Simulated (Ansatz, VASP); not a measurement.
SnP4: VASP beside Ansatz

Contents of INCAR:

```
SYSTEM = SnP4
ALGO = Normal
EDIFF = 1E-7
ENCUT = 520
GGA = PE
ISIF = 2
ISMEAR = 0
LASPH = .TRUE.
LCHARG = .FALSE.
LREAL = .FALSE.
LWAVE = .FALSE.
NBANDS = 25
NELM = 100
PREC = Accurate
SIGMA = 0.1
```

The input KPOINTS:

```
k-points
0
G
  4 4 4
  0 0 0
```

Contents of POSCAR:

```
SnP4
1.0
    4.7994470300      0.0000000000      0.0000000000
    0.0000000000      4.7994470300      0.0000000000
    0.0000000000      0.0000000000      4.7994470300
Sn P
1 4
Direct
    0.5000000000      0.5000000000      0.5000000000
    0.2054283800      0.2054283800      0.2054283800
    0.7945716200      0.7945716200      0.2054283800
    0.7945716200      0.2054283800      0.7945716200
    0.2054283800      0.7945716200      0.7945716200
```

Input for Ansatz:

```yaml
crystal:
  lattice:
    - [4.79944703, 0.0, 0.0]
    - [0.0, 4.79944703, 0.0]
    - [0.0, 0.0, 4.79944703]
  atoms:
    - { symbol: Sn, position: [0.5, 0.5, 0.5] }
    - { symbol: P, position: [0.20542838, 0.20542838, 0.20542838] }
    - { symbol: P, position: [0.79457162, 0.79457162, 0.20542838] }
    - { symbol: P, position: [0.79457162, 0.20542838, 0.79457162] }
    - { symbol: P, position: [0.20542838, 0.79457162, 0.79457162] }
basis:
  ecutwfc: 420
kpoints:
  mp_grid: { grid: [4, 4, 4] }
hamiltonian:
  xc: pbe
scf:
  occupations: { method: gaussian, width: 0.1 }
  lower_state_search: "off"
output:
  forces: true
  stress: true
  eigenvalues: true
```

Alike in both runs: task single point; functional PBE; k mesh 4 × 4 × 4; occupations gaussian, width 0.1 eV; no spin polarisation.

```csv
,VASP,Ansatz
version,VASP 6.6.1,Ansatz 0.2.0
potentials or method,"VASP PAW PBE potentials, release 64 (Sn_d, P), cutoff 520 eV","scalar-relativistic, plane waves, PAW"
valence electrons in the cell,34,34
```

|  | VASP | Ansatz | Ansatz less VASP |
| --- | --- | --- | --- |
| gap on the k mesh at the Fermi level (eV) | none | none | - |
| pressure (GPa) | -0.9 | -0.8 | +0.10 |
| rms of the force components (eV/Å) | 1.093 | 1.103 | +0.0100 |

Atom by atom the forces differ by 0.010 eV/Å (rms over components). A gap of «none» marks a metal or a gap that the smearing closes. The functional is the same, so the differences come from potentials, cutoffs and numerics.
